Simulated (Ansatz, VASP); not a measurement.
# Two plane-wave programs on SiO2

```
CELL_PARAMETERS angstrom
0.00000 2.30945 2.30945
2.30945 0.00000 2.30945
2.30945 2.30945 0.00000
ATOMIC_POSITIONS crystal
Si 0.00000 0.00000 0.00000
O 0.25000 0.25000 0.25000
O 0.75000 0.75000 0.75000
```

Change from the starting cell: hydrostatic strain +2.0%.

Alike in both runs: task single point; functional PBE; k mesh 10 × 10 × 10; occupations fermi-dirac, width 0.02 eV; no spin polarisation.

|  | VASP | Ansatz |
| --- | --- | --- |
| version | VASP 6.6.1 | Ansatz 0.2.0 |
| potentials or method | VASP PAW PBE potentials, release 64 (Si, O) | plane waves, PAW |
| plane-wave cutoff (eV) | 520 | 420 |
| valence electrons in the cell | 16 | 16 |

```tsv
	VASP	Ansatz	Ansatz less VASP
gap on the k mesh at the Fermi level (eV)	1.43	1.45	+0.019
pressure (GPa)	-5.9	-6.3	-0.37
```

With one functional, cell and mesh, what is left measures potentials, basis and numerics.
